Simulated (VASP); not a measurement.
## Mg: single point with PBE

The system is Mg.

```
Mg
1.0
     2.64219    0.00000    0.00000
     0.00000    2.64219    0.00000
     0.00000    0.00000    2.64219
Mg
1
Cartesian
  0.0000 0.0000 0.0000
```

* Program: VASP 6.6.1
* Task: single point
* Functional: PBE
* Potentials or basis: VASP PAW PBE potentials, release 64 (Mg)
* Cutoff: 520 eV
* k mesh: 7 × 7 × 7
* Occupations: gaussian, width 0.1 eV
* Spin: no spin polarisation
* Dipole correction: no
* Further INCAR settings: ALGO = Normal; EDIFF = 1e-06; NBANDS = 7

```yaml
Pressure: 20.1 GPa
Band_gap_on_the_k_mesh: zero (band 1 reaches 7.04 eV, above the bottom of band 2 at 2.78 eV)
```

Levels at points of the mesh, in eV from the Fermi level:
```tsv
k point	band 1	band 2	band 3	band 4	band 5	band 6
(0.00, 0.00, 0.00)	-7.86	9.63	9.63	12.72	12.72	12.72
```

It took 1.4 s on 1 thread of Intel(R) Xeon(R) 6975P-C (Granite Rapids), on a shared host, peak memory 0.12 GiB.
